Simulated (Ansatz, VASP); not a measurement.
C: VASP beside Ansatz

```
C
1.0
     0.00000    1.96819    3.47138
     1.13709    0.00000    3.47138
     1.13709    1.96819    0.00000
C
2
Cartesian
  1.1371 0.6562 3.4714
  1.1371 3.2802 3.4714
```

Change from the starting cell: volume 7.769 Å^3 an atom, stretch along c over the lengths across it, relative to the relaxed cell 1.1290.

Alike in both runs: task single point; functional PBEsol; dispersion D3(BJ); k mesh 18 × 18 × 18; occupations gaussian, width 0.03 eV; no spin polarisation.

```csv
,VASP,Ansatz
version,VASP 6.6.1,Ansatz 0.2.0
potentials or method,"VASP PAW PBE potentials, release 64 (C), cutoff 520 eV","scalar-relativistic, plane waves, PAW"
valence electrons in the cell,8,8
```

|  | VASP | Ansatz | Ansatz less VASP |
| --- | --- | --- | --- |
| gap on the k mesh at the Fermi level (eV) | 0.06 | 0.06 | 0.000 |
| least direct gap on the mesh (eV) | 0.11 | 0.11 | 0.000 |

VASP's potentials were made for PBE, not for PBEsol, and Ansatz warns of the same on its side.
